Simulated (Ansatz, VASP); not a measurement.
# Two plane-wave programs on BaTiO3

```
CELL_PARAMETERS angstrom
4.00361 0.00000 0.00000
0.00000 4.00361 0.00000
0.00000 0.00000 4.00361
ATOMIC_POSITIONS crystal
Ba 0.50000 0.50000 0.50000
Ti 0.00000 0.00000 0.00000
O 0.50000 0.00000 0.00000
O 0.00000 0.50000 0.00000
O 0.00000 0.00000 0.50000
```

Alike in both runs: functional r2SCAN; k mesh 6 × 6 × 6; occupations gaussian, width 0.02 eV; no spin polarisation; Hubbard terms Ti d U = 4.0 eV.

Ansatz relaxed the structure, and its values are those at the end. VASP's run is a single point on that final structure, the one shown.

|  | VASP | Ansatz |
| --- | --- | --- |
| version | VASP 6.6.1 | Ansatz 0.2.0 |
| potentials or method | VASP PAW PBE potentials, release 64 (Ba_sv, Ti_sv, O_h), cutoff 910 eV | scalar-relativistic, plane waves, PAW |
| valence electrons in the cell | 40 | 40 |

|  | VASP | Ansatz | Ansatz less VASP |
| --- | --- | --- | --- |
| gap on the k mesh at the Fermi level (eV) | 2.67 | 2.66 | -0.010 |
| least direct gap on the mesh (eV) | 2.87 | 2.82 | -0.046 |

VASP's potentials were made for PBE, not for r2SCAN. The programs project onto different local orbitals, so the same U acts differently, and such runs can settle in different states.

Spin-orbit coupling is off throughout. Noted on VASP's run: the cutoff is short for stress, so the pressure is rough.
